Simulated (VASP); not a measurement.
Here is a VASP 6.6.1 calculation.

INCAR

```
SYSTEM = SiGe3
  ALGO = Normal
  EDIFF = 1E-6
  ENCUT = 500
  GGA = PE
  GGA_COMPAT = .FALSE.
  ISIF = 2
  ISMEAR = 0
  LASPH = .TRUE.
  LCHARG = .FALSE.
  LREAL = .FALSE.
  LWAVE = .FALSE.
  NBANDS = 56
  NELM = 120
  PREC = Accurate
  SIGMA = 0.2
```

File KPOINTS:

```
k-points
0
G
  3 3 3
  0 0 0
```

Contents of POSCAR:

```
SiGe3
1.0
    4.0047893453      2.3121662083      3.2703379836
   -4.0047893453      2.3121662083      3.2703379836
    0.0000000000     -4.6243324115      3.2703379871
Si Ge
2 6
Direct
    0.8785639348      0.8785639348      0.8785639348
    0.1214360652      0.1214360652      0.1214360652
    0.8787435561      0.3712810456      0.3712810456
    0.6287189544      0.6287189544      0.1212564439
    0.6287189544      0.1212564439      0.6287189544
    0.3712810456      0.3712810456      0.8787435561
    0.1212564439      0.6287189544      0.6287189544
    0.3712810456      0.8787435561      0.3712810456
```

Potentials or basis: VASP PAW PBE potentials, release 64 (Si, Ge_d).

Run with:

```console
$ cat potpaw_PBE.64/Si/POTCAR potpaw_PBE.64/Ge_d/POTCAR > POTCAR
$ mpirun -np 1 vasp_std > vasp.out
```

What does it give for the pressure?

0.3 GPa.

Estimate the largest force.

0.064 eV/Å.

Estimate the band gap on the k mesh.

0.49 eV.

Stress tensor (GPa, compression positive):
```
0.30 0.00 0.00
0.00 0.30 0.00
0.00 0.00 0.20
```

Caveat: an odd mesh through Γ misses points on the zone boundary, where band edges can lie.
